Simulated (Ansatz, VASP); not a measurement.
Two plane-wave programs on HF

```
CELL_PARAMETERS angstrom
5.68361 0.00000 0.00000
0.00000 5.68361 0.00000
0.00000 0.00000 5.68361
ATOMIC_POSITIONS crystal
F 0.50889 0.19693 0.65075
F 0.34926 0.85154 0.37147
F 0.09752 0.62881 0.64488
F 0.00347 0.20783 0.43510
F 0.13725 0.89262 0.00482
F 0.38453 0.44462 0.01749
H 0.43170 0.10241 0.53618
H 0.26960 0.86813 0.21563
H 0.19522 0.71245 0.52958
H 0.99874 0.35212 0.51693
H 0.13575 0.76350 0.89383
H 0.41706 0.34616 0.88632
```

Alike in both runs: functional PBE; dispersion D3(BJ); k mesh 1 × 1 × 1; occupations fermi-dirac, width 0.05 eV; no spin polarisation.

Ansatz relaxed the structure, and its values are those at the end. VASP's run is a single point on that final structure, the one shown.

|  | VASP | Ansatz |
| --- | --- | --- |
| version | VASP 6.6.1 | Ansatz 0.2.0 |
| potentials or method | VASP PAW PBE potentials, release 64 (F, H), cutoff 520 eV | scalar-relativistic, plane waves, PAW |
| valence electrons in the cell | 48 | 48 |

VASP gave:

```
rms of the force components (eV/Å) : 0.124
```

Problem. What did Ansatz give for the same quantities?

Solution. rms of the force components (eV/Å): 0.026.

One of these differences is far larger than is usual between the two programs; its cause wasn't traced.
